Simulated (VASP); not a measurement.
Runs of VASP 6.6.1 on Ta. The structure is that of space group Im-3m (No. 229), or close to it. The cells are those of the table. 

```csv
task,cell,k mesh,cutoff (eV),smearing,gap on the mesh (eV),pressure (GPa),relaxed volume (Å³/atom)
relaxation of cell and atoms,"relaxed from a = 2.843 Å, angles 109.5°, 1 atom",16 × 16 × 16,600,fermi-dirac 0.15 eV,none,0.0,17.73
single point,"a = 2.844 Å, angles 109.5°, 1 atom",16 × 16 × 16,520,fermi-dirac 0.15 eV,none,0.2,-
relaxation of cell and atoms,"relaxed from a = 2.866 Å, angles 109.5°, 1 atom",14 × 14 × 14,600,gaussian 0.1 eV,none,0.0,(a)
single point,"a = 2.843 Å, angles 109.5°, 1 atom",14 × 14 × 14,520,gaussian 0.1 eV,none,0.2,-
single point,"a = 2.866 Å, angles 109.5°, 1 atom",8 × 8 × 8,520,gaussian 0.1 eV,none,-7.0,-
```

Alike in all rows: level PBEsol; potentials or basis VASP PAW PBE potentials, release 64 (Ta_pv); no spin polarisation.

**Question.** Estimate the missing entries.

**Answer.** (a) 17.70.

Caveats: the PAW data sets were made with another functional, which shifts forces and pressure a little; spin-orbit coupling is left out, which moves the levels of the heavy elements.

A k mesh can miss the band edges, and the runs leave out spin-orbit coupling on Ta.

A gap of «none» marks levels without a gap at the run's occupations.
